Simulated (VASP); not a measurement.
# Cu (P6_3/mmc) in VASP: a series of runs

The runs below take Cu through single point, relaxation of cell and atoms, with PBE.

The COD entry that gives the cell may itself be a prediction, so a difference from it is no test against experiment.

All numbers are computed with VASP 6.6.1; they aren't measurements. Logs are shortened: lines on timing, memory, paths and dates and some standing lists are left out, and cuts for length are marked.

**1. The cell of the first run**

It takes space group P6_3/mmc (No. 194, hexagonal). The conventional cell has a = 3.974 Å, b = 3.974 Å, c = 9.545 Å, α = 90.00°, β = 90.00°, γ = 120.00°. Within 3.1 Å of Cu (site symmetry 3m) lie 8 Cu at 2.38 to 2.72 Å. Within 3.1 Å of Cu (site symmetry 3m) lie 9 Cu at 2.35 to 2.72 Å.

**2. Single point, PBE**

Contents of INCAR:

```
  ALGO = Fast
  EDIFF = 1E-7
  ENCUT = 520
  GGA = PE
  ISIF = 2
  ISMEAR = 0
  LASPH = T
  LCHARG = F
  LREAL = F
  LWAVE = F
  NBANDS = 54
  NELM = 60
  PREC = Accurate
  SIGMA = 0.1
```

Contents of KPOINTS:

```
k-points
0
Gamma
  6 6 2
```

Contents of POSCAR:

```
Cu
1.0
    3.9735300452     -0.0000000001      0.0000000000
   -1.9867650225      3.4411779618      0.0000000000
    0.0000000000      0.0000000000      9.5446565632
Cu
8
Direct
    0.0000000000      0.0000000000      0.1249138773
    0.0000000000      0.0000000000      0.6249138773
    0.0000000000      0.0000000000      0.3750861227
    0.0000000000      0.0000000000      0.8750861227
    0.3333333333      0.6666666667      0.0274092505
    0.6666666667      0.3333333333      0.5274092505
    0.3333333333      0.6666666667      0.4725907495
    0.6666666667      0.3333333333      0.9725907495
```

Potentials or basis: VASP PAW PBE potentials, release 64 (Cu).

The run is started by

```console
cat potpaw_PBE.64/Cu/POTCAR > POTCAR
mpirun -np 1 vasp_std > vasp.out
```

OUTCAR:

```text
EDIFF = 1E-7
   ENCUT = 520
   GGA = PE
   ISIF = 2
   ISMEAR = 0
   LASPH = T
   LREAL = F
   NELM = 60
   PREC = Accurate

 ion  position               nearest neighbor table
   1  0.000  0.000  0.125-   4 2.38   3 2.39   5 2.48   5 2.48   5 2.48   8 2.72   8 2.72   8 2.72

   2  0.000  0.000  0.625-   3 2.38   4 2.39   6 2.48   6 2.48   6 2.48   7 2.72   7 2.72   7 2.72

   3  0.000  0.000  0.375-   2 2.38   1 2.39   7 2.48   7 2.48   7 2.48   6 2.72   6 2.72   6 2.72

   4  0.000  0.000  0.875-   1 2.38   2 2.39   8 2.48   8 2.48   8 2.48   5 2.72   5 2.72   5 2.72

   5  0.333  0.667  0.027-   8 2.35   8 2.35   8 2.35   1 2.48   1 2.48   1 2.48   4 2.72   4 2.72
                             4 2.72
   6  0.667  0.333  0.527-   7 2.35   7 2.35   7 2.35   2 2.48   2 2.48   2 2.48   3 2.72   3 2.72
                             3 2.72
   7  0.333  0.667  0.473-   6 2.35   6 2.35   6 2.35   3 2.48   3 2.48   3 2.48   2 2.72   2 2.72
                             2 2.72
   8  0.667  0.333  0.973-   5 2.35   5 2.35   5 2.35   4 2.48   4 2.48   4 2.48   1 2.72   1 2.72
                             1 2.72

  LATTYP: Found a hexagonal cell.
 ALAT       =     3.9735300452
 C/A-ratio  =     2.4020597440

  Lattice vectors:

 A1 = (   3.9735300452,  -0.0000000001,   0.0000000000)
 A2 = (  -1.9867650225,   3.4411779618,   0.0000000000)
 A3 = (   0.0000000000,   0.0000000000,   9.5446565632)

Analysis of symmetry for initial positions (statically):
=====================================================================
 Subroutine PRICEL returns:
 Original cell was already a primitive cell.

 Routine SETGRP: Setting up the symmetry group for a
 hexagonal supercell.

 Subroutine GETGRP returns: Found 24 space group operations
 (whereof 12 operations were pure point group operations)
 out of a pool of 24 trial point group operations.

The static configuration has the point symmetry D_3d.
 The point group associated with its full space group is D_6h.

Analysis of symmetry for dynamics (positions and initial velocities):
=====================================================================
 Subroutine PRICEL returns:
 Original cell was already a primitive cell.

 Routine SETGRP: Setting up the symmetry group for a
 hexagonal supercell.

 Subroutine GETGRP returns: Found 24 space group operations
 (whereof 12 operations were pure point group operations)
 out of a pool of 24 trial point group operations.

The dynamic configuration has the point symmetry D_3d.
 The point group associated with its full space group is D_6h.

 Subroutine INISYM returns: Found 24 space group operations
 (whereof 12 operations are pure point group operations),
 and found     1 'primitive' translations

----------------------------------------------------------------------------------------

                                     Primitive cell

  volume of cell :     130.5100

  direct lattice vectors                    reciprocal lattice vectors
     3.973530045 -0.000000000  0.000000000     0.251665393  0.145299082  0.000000000
    -1.986765022  3.441177962  0.000000000     0.000000000  0.290598165  0.000000000
     0.000000000  0.000000000  9.544656563     0.000000000  0.000000000  0.104770663

  length of vectors
     3.973530045  3.973530045  9.544656563     0.290598165  0.290598165  0.104770663

  position of ions in fractional coordinates (direct lattice)
     0.000000000  0.000000000  0.124913877
     0.000000000  0.000000000  0.624913877
     0.000000000  0.000000000  0.375086123
     0.000000000  0.000000000  0.875086123
     0.333333333  0.666666667  0.027409250
     0.666666667  0.333333333  0.527409250
     0.333333333  0.666666667  0.472590750
     0.666666667  0.333333333  0.972590750

  ion indices of the primitive-cell ions
   primitive index   ion index
                 1           1
                 2           2
                 3           3
                 4           4
                 5           5
                 6           6
                 7           7
                 8           8

----------------------------------------------------------------------------------------

 KPOINTS: k-points

Automatic generation of k-mesh.
 Grid dimensions read from file:
 generate k-points for:    6    6    2

 Generating k-lattice:

  Cartesian coordinates                     Fractional coordinates (reciprocal lattice)
     0.041944232  0.024216514  0.000000000     0.166666667  0.000000000  0.000000000
     0.000000000  0.048433027  0.000000000     0.000000000  0.166666667  0.000000000
     0.000000000  0.000000000  0.052385332     0.000000000  0.000000000  0.500000000

  Length of vectors
     0.048433027  0.048433027  0.052385332

  Shift w.r.t. Gamma in fractional coordinates (k-lattice)
     0.000000000  0.000000000  0.000000000

 Subroutine IBZKPT returns following result:
 ===========================================

 Found     14 irreducible k-points:

[... 53 lines left out ...]
     AMIX     =   0.40;   BMIX     =  1.00
     AMIX_MAG =   1.60;   BMIX_MAG =  1.00
  volume/ion in A,a.u.               =      16.31       110.09
  Fermi-wavevector in a.u.,A,eV,Ry     =   1.435559  2.712813 28.039293  2.060830
  Thomas-Fermi vector in A             =   2.554844
   LORBIT       =      0    0 simple, 1 ext, 2 COOP (PROOUT), +10 PAW based schemes
   GGA     = PE    functional components
   LHFCALC =     F    Hartree Fock is set to
   AEXX    =    0.0000 exact exchange contribution
   IVDW    =     0    specifies the selected vdW correction
   LEPSILON=     F    determine dielectric tensor
   LRPA    =     F    only Hartree local field effects (RPA)
 non-spin polarized calculation
 RMM-DIIS sequential band-by-band and
 Gauss-broadening in eV      SIGMA  =   0.10
  energy-cutoff  :      520.00
  volume of cell :      130.51
 maximum number of plane-waves:      3564
 NGX is ok and might be reduce to    30
   NGX = 15   NGY = 15   NGZ = 35

 number of electron      88.0000046 magnetization

 Free energy of the ion-electron system (eV)
  ---------------------------------------------------
  ext. energy  EPLUGINS =         0.00000000
  ---------------------------------------------------
  free energy    TOTEN  =       -25.75083316 eV

  energy without entropy =      -25.74048715  energy(sigma->0) =      -25.74566016

 E-fermi :   4.1410     XC(G=0): -10.6217

 val. band max:        4.0785381710   @ k =   0.3333   0.1667   0.0000
 cond. band min:       4.2077186448   @ k =   0.5000   0.0000   0.0000
 fundamental gap:      0.1291804738
 Fermi energy:         4.1410069867

 k-point     1 :       0.0000    0.0000    0.0000
  band No.  band energies     occupation
      1      -3.6344      2.00000
      2      -3.0538      2.00000
      3       0.0740      2.00000
      4       0.0740      2.00000
      5       0.0798      2.00000
      6       0.1788      2.00000
[... 46 lines left out ...]
     53      11.4437      0.00000
     54      12.0630      0.00000

 k-point     2 :       0.1667    0.0000    0.0000
  band No.  band energies     occupation
      1      -3.2824      2.00000
      2      -2.7107      2.00000
      3      -0.0468      2.00000
      4       0.1039      2.00000
      5       0.1596      2.00000
      6       0.1620      2.00000
[... 46 lines left out ...]
     53      11.7127      0.00000
     54      12.5138      0.00000

 k-point     3 :       0.3333    0.0000    0.0000
  band No.  band energies     occupation
      1      -2.2980      2.00000
      2      -1.7637      2.00000
      3      -0.3029      2.00000
      4      -0.0778      2.00000
      5       0.2040      2.00000
      6       0.3475      2.00000
[... 46 lines left out ...]
     53      10.9803      0.00000
     54      11.0902      0.00000
[... 514 lines left out ...]
 k-point    13 :       0.3333    0.1667    0.5000
  band No.  band energies     occupation
      1      -1.2607      2.00000
      2      -1.2607      2.00000
      3      -0.3936      2.00000
      4      -0.3936      2.00000
      5       0.1840      2.00000
      6       0.1840      2.00000
[... 46 lines left out ...]
     53      11.8769      0.00000
     54      11.8783      0.00000

 k-point    14 :       0.3333    0.3333    0.5000
  band No.  band energies     occupation
      1      -0.7526      2.00000
      2      -0.7526      2.00000
      3      -0.2073      2.00000
      4      -0.2073      2.00000
      5      -0.1899      2.00000
      6      -0.1899      2.00000
[... 46 lines left out ...]
     53      12.8734      0.00000
     54      13.3209      0.00000

------------------------ aborting loop because EDIFF is reached ----------------------------------------

  FORCE on cell =-STRESS in cart. coord.  units (eV):
  Direction    XX          YY          ZZ          XY          YZ          ZX
  --------------------------------------------------------------------------------------
  -------------------------------------------------------------------------------------
  Total        0.5472129      0.5472129      0.2998182      0.0000000      0.0000000      0.0000000
  in kB        6.7177365      6.7177365      3.6806510      0.0000000      0.0000000      0.0000000
  external PRESSURE =       5.7053746 kB  Pullay stress =       0.0000000 kB

 VOLUME and BASIS-vectors are now :
 -----------------------------------------------------------------------------
  energy-cutoff  :      520.00
  volume of cell :      130.51
      direct lattice vectors                 reciprocal lattice vectors
     3.973530045 -0.000000000  0.000000000     0.251665393  0.145299082  0.000000000
    -1.986765022  3.441177962  0.000000000     0.000000000  0.290598165  0.000000000
     0.000000000  0.000000000  9.544656563     0.000000000  0.000000000  0.104770663

 POSITION                                       TOTAL-FORCE (eV/Angst)
 -----------------------------------------------------------------------------------
      0.00000      0.00000      1.19226         0.000000     -0.000000      0.009291
      0.00000      0.00000      5.96459        -0.000000      0.000000      0.009291
      0.00000      0.00000      3.58007        -0.000000     -0.000000     -0.009291
      0.00000      0.00000      8.35240         0.000000      0.000000     -0.009291
     -0.00000      2.29412      0.26161         0.000000      0.000000      0.007224
      1.98677      1.14706      5.03394        -0.000000     -0.000000      0.007224
     -0.00000      2.29412      4.51072         0.000000      0.000000     -0.007224
      1.98677      1.14706      9.28304        -0.000000     -0.000000     -0.007224
 -----------------------------------------------------------------------------------
    total drift:                               -0.000000      0.000000      0.000000

  FREE ENERGIE OF THE ION-ELECTRON SYSTEM (eV)
  ---------------------------------------------------
  free  energy   TOTEN  =       -25.7508331634 eV

  energy  without entropy=      -25.7404871535  energy(sigma->0) =      -25.74566016
```

Run time: 74 s. Hardware: 1 thread of Intel Xeon 6975P-C (Granite Rapids), shared host; peak memory 0.25 GiB.

Results:

```
Free energy            : -25.7508 eV
Pressure               : 0.6 GPa
Largest force          : 0.009 eV/Å
Band gap on the k mesh : zero (band 44 reaches 5.43 eV, above the bottom of band 45 at 3.47 eV)
```

Forces on the atoms (eV/Å):
```
Cu   0.000  0.000  0.009
Cu   0.000  0.000  0.009
Cu   0.000  0.000 -0.009
Cu   0.000  0.000 -0.009
Cu   0.000  0.000  0.007
Cu   0.000  0.000  0.007
Cu   0.000  0.000 -0.007
Cu   0.000  0.000 -0.007
```

Stress tensor (GPa, compression positive):
```
0.67 0.00 0.00
0.00 0.67 0.00
0.00 0.00 0.37
```

**3. Relaxation of cell and atoms, PBE**

This run uses another cell than the first one, of 10.24 Å³/atom, 0.628 times its volume.

Contents of INCAR:

```
SYSTEM = Cu
PREC = Accurate ; ENCUT = 600
EDIFF = 1E-6 ; ISMEAR = 0
SIGMA = 0.1 ; LREAL = .FALSE.
LASPH = .TRUE. ; NELM = 80
ALGO = Normal ; ISIF = 3
LWAVE = .FALSE. ; LCHARG = .FALSE.
GGA = PE ; IBRION = 2
NSW = 90 ; EDIFFG = -0.04
```

Contents of KPOINTS:

```
regular mesh
0
G
  6 6 2
  0 0 0
```

Contents of POSCAR:

```
Cu
1.0
    3.0707792702      0.0000000000      0.0000000000
   -1.5353896350      2.6593728573      0.0000000000
    0.0000000000      0.0000000000     10.0290739958
Cu
8
Direct
    0.0000000000      0.0000000000      0.0937500000
    0.0000000000      0.0000000000      0.5937500000
    0.0000000000      0.0000000000      0.4062500000
    0.0000000000      0.0000000000      0.9062500000
    0.3333333333      0.6666666667      0.1562500000
    0.6666666667      0.3333333333      0.6562500000
    0.3333333333      0.6666666667      0.3437500000
    0.6666666667      0.3333333333      0.8437500000
```

Potentials or basis: VASP PAW PBE potentials, release 64 (Cu).

The run is started by

```console
cat potpaw_PBE.64/Cu/POTCAR > POTCAR
mpirun -np 1 vasp_std > vasp.out
```

It took 5.6 min on 1 thread of Intel Xeon Platinum 8488C (Sapphire Rapids), shared host; peak memory 0.26 GiB.

It converged, with:

```
Free energy                            : -21.4301 eV
Relaxed volume                         : 19.11 Å³/atom
Relaxed cell                           : a = 3.783 Å, b = 3.783 Å, c = 12.334 Å, α = 90.00°, β = 90.00°, γ = 120.00°
Space group after relaxing (to 0.05 Å) : P6_3/mmc (No. 194)
Energy gained by relaxing              : 2414.7 meV/atom
Ionic steps                            : 6
Pressure after relaxing                : 0.3 GPa
Largest force after relaxing           : 0.025 eV/Å
Band gap on the k mesh                 : zero (band 44 reaches 2.94 eV, above the bottom of band 45 at 2.46 eV)
```

Forces on the atoms (eV/Å):
```
Cu   0.000  0.000  0.025
Cu   0.000  0.000  0.025
Cu   0.000  0.000 -0.025
Cu   0.000  0.000 -0.025
Cu   0.000  0.000 -0.003
Cu   0.000  0.000 -0.003
Cu   0.000  0.000  0.003
Cu   0.000  0.000  0.003
```

Step by step:
```
step  energy change (eV)  largest force (eV/Å)  pressure (GPa)  volume (Å³)
   1              0.0000                0.1286          159.57        81.90
   2            -13.7744                0.0053          -12.43       271.94
   3            -19.3000                0.1911           -1.00       156.39
   4            -19.3082                0.1966           -0.37       154.58
   5            -19.3095                0.2016            0.24       152.82
   6            -19.3177                0.0253            0.33       152.89
```

Final structure:
```
Cu
1.0
     3.78333    0.00000    0.00000
    -1.89167    3.27646    0.00000
     0.00000    0.00000   12.33354
Cu
8
Direct
  0.00000 0.00000 0.09406
  0.00000 0.00000 0.59406
  0.00000 0.00000 0.40594
  0.00000 0.00000 0.90594
  0.33333 0.66667 0.15610
  0.66667 0.33333 0.65610
  0.33333 0.66667 0.34390
  0.66667 0.33333 0.84390
```

Levels at points of the mesh, in eV from the Fermi level:
| k point | band 42 | band 43 | band 44 | band 45 | band 46 | band 47 |
| --- | --- | --- | --- | --- | --- | --- |
| (0.00, 0.00, 0.00) | -1.18 | -1.16 | -1.16 | -0.30 | 3.89 | 3.94 |
| (0.50, 0.00, 0.00) | -0.86 | -0.44 | -0.36 | -0.17 | -0.09 | 1.56 |
| (0.00, 0.00, 0.50) | -1.17 | -1.17 | -1.17 | 1.27 | 1.27 | 7.03 |
| (0.50, 0.00, 0.50) | -1.03 | -0.58 | -0.58 | 0.45 | 0.45 | 0.75 |

Caveat: the k points lie up to 0.32 Å⁻¹ apart in the final cell; the volume moved by over 15 % at a fixed basis, so the end points are rough.

**4. Single point, PBE**

Contents of INCAR:

```
SYSTEM = Cu
  PREC = Accurate
  ENCUT = 520
  EDIFF = 1E-6
  ISMEAR = 0
  SIGMA = 0.1
  LREAL = .FALSE.
  LASPH = .TRUE.
  NELM = 60
  ALGO = Fast
  ISIF = 2
  LWAVE = .FALSE.
  LCHARG = .FALSE.
  GGA = PE
  NBANDS = 54
```

Contents of KPOINTS:

```
Automatic mesh
0
G
  12 12 4
  0 0 0
```

Contents of POSCAR:

```
Cu
1.0
    3.9939873147      0.0000000000      0.0000000000
   -1.9969936574      3.4588944769      0.0000000000
    0.0000000000      0.0000000000      9.4349064181
Cu
8
Direct
    0.0000000000      0.0000000000      0.1250589005
    0.0000000000      0.0000000000      0.6250589005
    0.0000000000      0.0000000000      0.3749410995
    0.0000000000      0.0000000000      0.8749410995
    0.3333333333      0.6666666667      0.0270422379
    0.6666666667      0.3333333333      0.5270422379
    0.3333333333      0.6666666667      0.4729577621
    0.6666666667      0.3333333333      0.9729577621
```

The run is started by

```console
cat potpaw_PBE.64/Cu/POTCAR > POTCAR
mpirun -np 1 vasp_std > vasp.out
```

Run time: 6.8 min. Hardware: 1 thread of Intel Xeon Platinum 8488C (Sapphire Rapids), shared host; peak memory 0.41 GiB.

The run converged. Its results:

| Quantity | Value |
| --- | --- |
| Free energy | -25.6673 eV |
| Pressure | 0.2 GPa |
| Largest force | 0.011 eV/Å |
| Band gap on the k mesh | zero (band 44 reaches 5.62 eV, above the bottom of band 45 at 3.45 eV) |

Forces in eV/Å, atoms in the order of the input:
```
Cu   0.000  0.000  0.011
Cu   0.000  0.000  0.011
Cu   0.000  0.000 -0.011
Cu   0.000  0.000 -0.011
Cu   0.000  0.000  0.004
Cu   0.000  0.000  0.004
Cu   0.000  0.000 -0.004
Cu   0.000  0.000 -0.004
```

Levels at points of the mesh, in eV from the Fermi level:
```csv
k point,band 42,band 43,band 44,band 45,band 46,band 47
"(0.00, 0.00, 0.00)",-1.43,-1.43,1.12,1.54,5.61,5.61
"(0.50, 0.00, 0.00)",-1.32,-1.26,-0.63,-0.02,0.53,1.47
"(0.00, 0.00, 0.50)",-1.47,-1.13,-1.13,4.88,4.88,6.07
"(0.50, 0.00, 0.50)",-1.38,-1.00,-1.00,0.70,0.70,1.88
```

**5. Overview**

| task | cell | k mesh | cutoff (eV) | gap on the mesh (eV) | pressure (GPa) | largest force (eV/Å) |
| --- | --- | --- | --- | --- | --- | --- |
| single point | a = 3.974, b = 3.974, c = 9.545 Å, angles 90.0, 90.0, 120.0°, 8 atoms | 6 × 6 × 2 | 520 | none | 0.6 | 0.01 |
| relaxation of cell and atoms | relaxed from a = 3.071, b = 3.071, c = 10.029 Å, angles 90.0, 90.0, 120.0°, 8 atoms | 6 × 6 × 2 | 600 | none | 0.3 | 0.03 |
| single point | a = 3.994, b = 3.994, c = 9.435 Å, angles 90.0, 90.0, 120.0°, 8 atoms | 12 × 12 × 4 | 520 | none | 0.2 | 0.01 |

Alike in all rows: level PBE; potentials or basis VASP PAW PBE potentials, release 64 (Cu); no spin polarisation; smearing gaussian 0.1 eV.

Caveats: some runs use coarse meshes; the volume moved by over 15 % at a fixed basis, so the end points are rough (some runs).

Total energies depend on the potentials used, so only differences within one code and one set of settings carry meaning.
